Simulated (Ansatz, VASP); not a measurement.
Two plane-wave programs on InP

```
CELL_PARAMETERS angstrom
0.00000 3.21414 2.84689
2.84689 0.00000 2.84689
2.84689 3.21414 0.00000
ATOMIC_POSITIONS crystal
In 0.00000 0.00000 0.00000
P 0.75000 0.75000 0.75000
```

Alike in both runs: task single point; functional LDA; k mesh 12 × 12 × 12; occupations gaussian, width 0.05 eV; no spin polarisation.

```csv
,VASP,Ansatz
version,VASP 6.6.1,Ansatz 0.2.0
potentials or method,"VASP PAW LDA potentials, release 64 (In_d, P), cutoff 520 eV","scalar-relativistic, plane waves, PAW"
valence electrons in the cell,18,18
```

|  | VASP | Ansatz | Ansatz less VASP |
| --- | --- | --- | --- |
| pressure (GPa) | -3.5 | -3.5 | 0.00 |
| traceless stress, the component that is largest in VASP (GPa) | -4.43 | -4.43 | +0.001 |

Ansatz warns that its potentials were made for another functional, while VASP's fit it. LDA's correlation is that of Perdew and Zunger in VASP and of Perdew and Wang (1992) in Ansatz.
